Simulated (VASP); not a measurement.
# LiB108N108 (a cell with a defect) in VASP: notebook

The runs below take LiB108N108 (a cell with a defect) through single point, with PBE.

All numbers are computed with VASP 6.6.1; they aren't measurements. Logs are shortened: lines on timing, memory, paths and dates and some standing lists are left out, and cuts for length are marked.

## (1) The cell of the first run

The cell holds a defect, 217 atoms: a = 12.930 Å, b = 12.930 Å, c = 12.991 Å, α = 90.00°, β = 90.00°, γ = 120.00°.

## (2) Single point, PBE

INCAR reads:

```
SYSTEM = LiB108N108
  PREC = Accurate
  ENCUT = 520
  EDIFF = 1E-6
  ISMEAR = -1
  SIGMA = 0.01
  LREAL = Auto
  LASPH = .True.
  NELM = 100
  ALGO = Normal
  ISIF = 2
  LWAVE = .False.
  LCHARG = .True.
  GGA = PE
  LELF = .True.
  LVHAR = .True.
  NELECT = 866.0
  NBANDS = 548
  LUSENCCL = .False.
```

KPOINTS reads:

```
regular mesh
0
Gamma
  1 1 1
  0 0 0
```

POSCAR reads:

```
LiB108N108
1.0
   11.1975469263      6.4649067321      0.0000000000
  -11.1975469263      6.4649067321      0.0000000000
    0.0000000000      0.0000000000     12.9909657500
B N Li
108 108 1
Direct
   -0.0003900810      0.2220216325      0.1251430511
    0.1107347110      0.1108290824      0.1243728416
    0.2219377369     -0.0002850768      0.1251819199
    0.0002613167      0.1113877747      0.3750415980
    0.1113875312      0.0002556033      0.3750511090
    0.2222150049      0.2222118012      0.3754074457
[... 209 lines left out ...]
    0.8885242957      0.8891405125      0.6255625363
    0.6663962808      0.6664333514      0.2497490047
```

Potentials or basis: VASP PAW PBE potentials, release 64 (B, N, Li_sv).

Started as:

```sh
$ cat potpaw_PBE.64/B/POTCAR potpaw_PBE.64/N/POTCAR potpaw_PBE.64/Li_sv/POTCAR > POTCAR
$ mpirun -np 1 vasp_gam > vasp.out
```

OUTCAR:

```text
SYSTEM = LiB108N108
   PREC = Accurate
   ENCUT = 520
   EDIFF = 1E-6
   ISMEAR = -1
   LREAL = Auto
   LASPH = .True.
   NELM = 100
   ISIF = 2
   GGA = PE
   NELECT = 866.0

 ion  position               nearest neighbor table
   1  1.000  0.222  0.125- 125 1.44 186 1.44 112 1.44
   2  0.111  0.111  0.124- 114 1.44 113 1.44 112 1.44
   3  0.222  1.000  0.125- 148 1.44 138 1.44 113 1.44
   4  0.000  0.111  0.375- 109 1.43 110 1.44 183 1.44
   5  0.111  0.000  0.375- 111 1.43 110 1.44 133 1.44
   6  0.222  0.222  0.375- 110 1.44 145 1.44 123 1.44
[... 208 lines left out ...]
 215  0.777  0.667  0.626-  91 1.44 104 1.44 105 1.44
 216  0.889  0.889  0.626- 104 1.44  31 1.44  81 1.44
 217  0.666  0.666  0.250-  54 2.29  98 2.29 100 2.29  85 2.29 101 2.29  63 2.29

  LATTYP: Found a hexagonal cell.
 ALAT       =    12.9298134643
 C/A-ratio  =     1.0047295567

  Lattice vectors:

 A1 = (  11.1975469263,   6.4649067321,   0.0000000000)
 A2 = ( -11.1975469263,   6.4649067321,   0.0000000000)
 A3 = (   0.0000000000,   0.0000000000,  12.9909657500)

Analysis of symmetry for initial positions (statically):
=====================================================================
 Subroutine PRICEL returns:
 Original cell was already a primitive cell.

 Routine SETGRP: Setting up the symmetry group for a
 hexagonal supercell.

 Subroutine GETGRP returns: Found  1 space group operations
 (whereof  1 operations were pure point group operations)
 out of a pool of 24 trial point group operations.

The static configuration has the point symmetry C_1 .

Analysis of symmetry for dynamics (positions and initial velocities):
=====================================================================
 Subroutine PRICEL returns:
 Original cell was already a primitive cell.

 Routine SETGRP: Setting up the symmetry group for a
 hexagonal supercell.

 Subroutine GETGRP returns: Found  1 space group operations
 (whereof  1 operations were pure point group operations)
 out of a pool of 24 trial point group operations.

The dynamic configuration has the point symmetry C_1 .

 Subroutine INISYM returns: Found  1 space group operations
 (whereof  1 operations are pure point group operations),
 and found     1 'primitive' translations

----------------------------------------------------------------------------------------
[... 168 lines left out ...]
   EDIFFG = 0.1E-04   stopping-criterion for IOM
   NSW    =      0    number of steps for IOM
   IBRION =     -1    ionic relax: 0-MD 1-quasi-New 2-CG
   NFREE  =      0    steps in history (QN), initial steepest desc. (CG)
   ISIF   =      2    stress and relaxation
   ISYM   =      2    0-nonsym 1-usesym 2-fastsym
   POTIM  = 0.5000    time-step for ionic-motion
   TEBEG  =    0.0;   TEEND  =   0.0 temperature during run
   PSTRESS=    0.0 pullay stress
   NELECT =     866.0000    total number of electrons
   NUPDOWN=      -1.0000    fix difference up-down
   EMIN   =  10.00;   EMAX   =-10.00  energy-range for DOS
   EFERMI =   0.00;   METHOD = LEGACY
   ISMEAR =    -1;   SIGMA  =   0.01  broadening in eV -4-tet -1-fermi 0-gaus
   EFERMI_NEDOS =   21; number of points for ismear=-14 and -15
   IALGO  =     38    algorithm
   IMIX   =      4    mixing-type and parameters
     AMIX     =   0.40;   BMIX     =  1.00
     AMIX_MAG =   1.60;   BMIX_MAG =  1.00
  volume/ion in A,a.u.               =       8.67        58.49
  Fermi-wavevector in a.u.,A,eV,Ry     =   1.264140  2.388879 21.742799  1.598051
  Thomas-Fermi vector in A             =   2.397461
   LORBIT       =      0    0 simple, 1 ext, 2 COOP (PROOUT), +10 PAW based schemes
   GGA     = PE    functional components
   LHFCALC =     F    Hartree Fock is set to
   AEXX    =    0.0000 exact exchange contribution
   IVDW    =     0    specifies the selected vdW correction
   LEPSILON=     F    determine dielectric tensor
   LRPA    =     F    only Hartree local field effects (RPA)
 non-spin polarized calculation
  energy-cutoff  :      520.00
  volume of cell :     1880.86
 maximum number of plane-waves:     25255
   NGX = 49   NGY = 49   NGZ = 49

 number of electron     866.0000081 magnetization

 Free energy of the ion-electron system (eV)
  ---------------------------------------------------
  ext. energy  EPLUGINS =         0.00000000
  ---------------------------------------------------
  free energy    TOTEN  =     -1902.13091911 eV

  energy without entropy =    -1902.13091911  energy(sigma->0) =    -1902.13091911

 E-fermi :   2.9574     XC(G=0): -10.2643

 val. band max:        2.6708428791   @ k =   0.0000   0.0000   0.0000
 cond. band min:       6.7767638592   @ k =   0.0000   0.0000   0.0000
 fundamental gap:      4.1059209801
 Fermi energy:         2.9574085165

 k-point     1 :       0.0000    0.0000    0.0000
  band No.  band energies     occupation
      1     -42.7171      2.00000
      2     -15.4992      2.00000
      3     -15.3734      2.00000
      4     -15.1173      2.00000
      5     -14.9426      2.00000
      6     -14.8924      2.00000
[... 437 lines left out ...]
    444       7.2201      0.00000
    445       7.3228      0.00000
 [bands above 445 left out]

------------------------ aborting loop because EDIFF is reached ----------------------------------------

  FORCE on cell =-STRESS in cart. coord.  units (eV):
  Direction    XX          YY          ZZ          XY          YZ          ZX
  --------------------------------------------------------------------------------------
  -------------------------------------------------------------------------------------
  Total      127.8165031    127.9049544     34.4818970     -0.0654231      0.0040616      0.0082356
  in kB      108.8781983    108.9535439     29.3727862     -0.0557295      0.0034598      0.0070153
  external PRESSURE =      82.4015095 kB  Pullay stress =       0.0000000 kB

 VOLUME and BASIS-vectors are now :
 -----------------------------------------------------------------------------
  energy-cutoff  :      520.00
  volume of cell :     1880.86
      direct lattice vectors                 reciprocal lattice vectors
    11.197546926  6.464906732  0.000000000     0.044652637  0.077340636 -0.000000000
   -11.197546926  6.464906732  0.000000000    -0.044652637  0.077340636  0.000000000
     0.000000000  0.000000000 12.990965750     0.000000000 -0.000000000  0.076976571

 POSITION                                       TOTAL-FORCE (eV/Angst)
 -----------------------------------------------------------------------------------
      8.70708      7.89773      1.62573         0.000699     -0.001854      0.001269
     -0.00106      1.43239      1.61572         0.000092      0.001925      0.001564
     -8.70920      7.89787      1.62623         0.000717     -0.002537      0.000301
     -1.24434      0.72180      4.87215        -0.003606      0.003937     -0.000983
      1.24440      0.72176      4.87228         0.002212      0.005278     -0.000630
      0.00004      2.87318      4.87691        -0.000264     -0.000145     -0.000898
[... 209 lines left out ...]
     -0.00690     11.49244      8.12666         0.000516      0.001111     -0.001767
     -0.00042      8.61662      3.24448         0.000312      0.000931     -0.005750
 -----------------------------------------------------------------------------------
    total drift:                                0.008101      0.009751      0.004828

  FREE ENERGIE OF THE ION-ELECTRON SYSTEM (eV)
  ---------------------------------------------------
  free  energy   TOTEN  =     -1902.1309191139 eV

  energy  without entropy=    -1902.1309191139  energy(sigma->0) =    -1902.13091911
```

OSZICAR:

```text
N       E                     dE             d eps       ncg     rms          rms(c)
DAV:   1     0.845368995967E+04    0.84537E+04   -0.49766E+05  1112   0.158E+03
DAV:   2    -0.110551641953E+04   -0.95592E+04   -0.90501E+04  1604   0.403E+02
DAV:   3    -0.207061785514E+04   -0.96510E+03   -0.95434E+03  1264   0.133E+02
DAV:   4    -0.209770146733E+04   -0.27084E+02   -0.26982E+02  1288   0.237E+01
DAV:   5    -0.209867165803E+04   -0.97019E+00   -0.96911E+00  1584   0.366E+00    0.839E+01
DAV:   6    -0.192282166834E+04    0.17585E+03   -0.51057E+02  1152   0.277E+01    0.384E+01
DAV:   7    -0.190643905436E+04    0.16383E+02   -0.28067E+01  1184   0.709E+00    0.234E+01
DAV:   8    -0.190223640368E+04    0.42027E+01   -0.16705E+01  1184   0.499E+00    0.293E+00
DAV:   9    -0.190208702807E+04    0.14938E+00   -0.74752E-01  1280   0.116E+00    0.127E+00
DAV:  10    -0.190212514860E+04   -0.38121E-01   -0.82344E-02  1280   0.387E-01    0.324E-01
DAV:  11    -0.190212952680E+04   -0.43782E-02   -0.75337E-03  1272   0.128E-01    0.151E-01
DAV:  12    -0.190213071946E+04   -0.11927E-02   -0.14805E-03  1240   0.603E-02    0.664E-02
DAV:  13    -0.190213089401E+04   -0.17456E-03   -0.20627E-04  1336   0.239E-02    0.275E-02
DAV:  14    -0.190213091950E+04   -0.25489E-04   -0.74618E-05  1216   0.140E-02    0.771E-03
DAV:  15    -0.190213092086E+04   -0.13593E-05   -0.12935E-05  1312   0.648E-03    0.670E-03
DAV:  16    -0.190213091914E+04    0.17236E-05   -0.25285E-06   944   0.451E-03    0.203E-03
DAV:  17    -0.190213091911E+04    0.22737E-07   -0.31662E-06   992   0.254E-03
   1 F= -.19021309E+04 E0= -.19021309E+04  d E =-.701879E-12
```

Wall time 4.3 min (1 × NVIDIA H100 80GB with 1 thread of AMD EPYC 7R13 (Zen 3), shared host); peak memory 2.3 GiB.

What came out:

```
Free energy   : -1902.1309 eV
Largest force : 0.011 eV/Å
```

Caveat: the k points lie up to 0.56 Å⁻¹ apart; the cell carries a net charge on a neutralising background, which shifts energy and pressure; the cell is charged against a uniform background, so pressure and absolute levels hang on convention; the cutoff is under 1.25 times the usual one of these potentials, so pressure, stress and relaxed cells hold a basis-set (Pulay) error.

## (3) Single point, PBE

INCAR reads:

```
SYSTEM = LiB108N108
ALGO     = Normal         ! electronic algorithm
EDIFF    = 1E-6           ! SCF threshold, eV
ENCUT    = 520            ! plane-wave cutoff, eV
GGA      = PE             ! functional
ISIF     = 2              ! what is computed and relaxed
ISMEAR   = -1             ! smearing method
LASPH    = .TRUE.         ! aspherical terms in the spheres
LCHARG   = .TRUE.         ! write CHGCAR
LELF     = .TRUE.         ! ELF
LREAL    = Auto         
LUSENCCL = .FALSE.      
LVHAR    = .TRUE.       
LWAVE    = .FALSE.        ! write WAVECAR
NBANDS   = 548            ! bands
NELECT   = 866.0        
NELM     = 80             ! most SCF steps
PREC     = Accurate       ! precision mode
SIGMA    = 0.01           ! smearing width, eV
```

KPOINTS reads:

```
k-points
0
G
  1 1 1
  0 0 0
```

POSCAR reads:

```
LiB108N108
1.0
   11.1975469300      6.4649067300      0.0000000000
  -11.1975469300      6.4649067300      0.0000000000
    0.0000000000      0.0000000000     12.9909657500
B N Li
108 108 1
Direct
   -0.0002390467      0.2219166309      0.1248223669
    0.1108888191      0.1107874796      0.1248205137
    0.2221530358     -0.0001611540      0.1252117118
    0.0001014503      0.1111939470      0.3753729081
    0.1112179711     -0.0000088665      0.3746222302
    0.2220516023      0.2216952456      0.3784635731
[... 209 lines left out ...]
    0.8884268654      0.8883904358      0.6251833474
    0.4444765416      0.5555110754      0.2499210189
```

Potentials or basis: VASP PAW PBE potentials, release 64 (B, N, Li_sv).

Started as:

```sh
$ cat potpaw_PBE.64/B/POTCAR potpaw_PBE.64/N/POTCAR potpaw_PBE.64/Li_sv/POTCAR > POTCAR
$ mpirun -np 1 vasp_gam > vasp.out
```

OUTCAR:

```text
SYSTEM = LiB108N108
   EDIFF = 1E-6
   ENCUT = 520
   GGA = PE
   ISIF = 2
   ISMEAR = -1
   LASPH = .TRUE.
   LREAL = Auto
   NELECT = 866.0
   NELM = 80
   PREC = Accurate

 ion  position               nearest neighbor table
   1  1.000  0.222  0.125- 186 1.43 112 1.44 125 1.44
   2  0.111  0.111  0.125- 113 1.43 112 1.44 114 1.44
   3  0.222  1.000  0.125- 138 1.44 113 1.44 148 1.44
   4  0.000  0.111  0.375- 183 1.44 110 1.44 109 1.44
[... 931 lines left out ...]
  -------------------------------------------------------------------------------------
  Total      127.8073044    127.9043394     34.4616305      0.0165533     -0.0002223     -0.0008309
  in kB      108.8703625    108.9530201     29.3555226      0.0141006     -0.0001894     -0.0007078
  external PRESSURE =      82.3929684 kB  Pullay stress =       0.0000000 kB

 VOLUME and BASIS-vectors are now :
 -----------------------------------------------------------------------------
  energy-cutoff  :      520.00
  volume of cell :     1880.86
      direct lattice vectors                 reciprocal lattice vectors
    11.197546930  6.464906730  0.000000000     0.044652637  0.077340636 -0.000000000
   -11.197546930  6.464906730  0.000000000    -0.044652637  0.077340636  0.000000000
     0.000000000  0.000000000 12.990965750     0.000000000 -0.000000000  0.076976571

 POSITION                                       TOTAL-FORCE (eV/Angst)
 -----------------------------------------------------------------------------------
      8.70995      7.89803      1.62156         0.001049     -0.001898     -0.000082
      0.00113      1.43312      1.62154         0.000122      0.001814      0.000338
     -8.70817      7.90006      1.62662        -0.001849     -0.001101      0.000553
     -1.24396      0.71951      4.87646        -0.002559      0.001805      0.000430
     -9.95208      7.18386      4.86670         0.000948      0.000050      0.000205
      0.00399      2.86878      4.91661        -0.000396     -0.001460      0.000829
[... 209 lines left out ...]
      0.00041     11.48696      8.12174        -0.000162      0.000767     -0.000494
     -1.24331      6.46483      3.24672        -0.000655      0.000966     -0.000657
 -----------------------------------------------------------------------------------
    total drift:                               -0.011914     -0.006940     -0.000280

  FREE ENERGIE OF THE ION-ELECTRON SYSTEM (eV)
  ---------------------------------------------------
  free  energy   TOTEN  =     -1902.1309382709 eV

  energy  without entropy=    -1902.1309382709  energy(sigma->0) =    -1902.13093827
```

stdout:

```text
Offloading initialized ...    1 GPUs detected
 POSCAR found type information on POSCAR B N Li
 POSCAR found :  3 types and     217 ions
 scaLAPACK will be used selectively (only on CPU)
 LDA part: xc-table for (Slater+PW92), standard interpolation
 POSCAR, INCAR and KPOINTS ok, starting setup
 FFT: planning ... GRIDC
 FFT: planning ... GRID_SOFT
 FFT: planning ... GRID
 WAVECAR not read
 entering main loop
 the old and the new charge density differ
 old charge density:   867.00000 new  866.00001
    0.839E+01
```

It took 3.7 min on 1 × NVIDIA H100 80GB with 1 thread of AMD EPYC 7R13 (Zen 3), shared host; peak memory 2.3 GiB.

What came out:

| Quantity | Value |
| --- | --- |
| Free energy | -1902.1309 eV |
| Largest force | 0.007 eV/Å |

Caveat: the k points lie up to 0.56 Å⁻¹ apart; the cell carries a net charge on a neutralising background, which shifts energy and pressure; the cell is charged against a uniform background, so pressure and absolute levels hang on convention; the cutoff is under 1.25 times the usual one of these potentials, so pressure, stress and relaxed cells hold a basis-set (Pulay) error.

(Continued in part 2 of 2.)
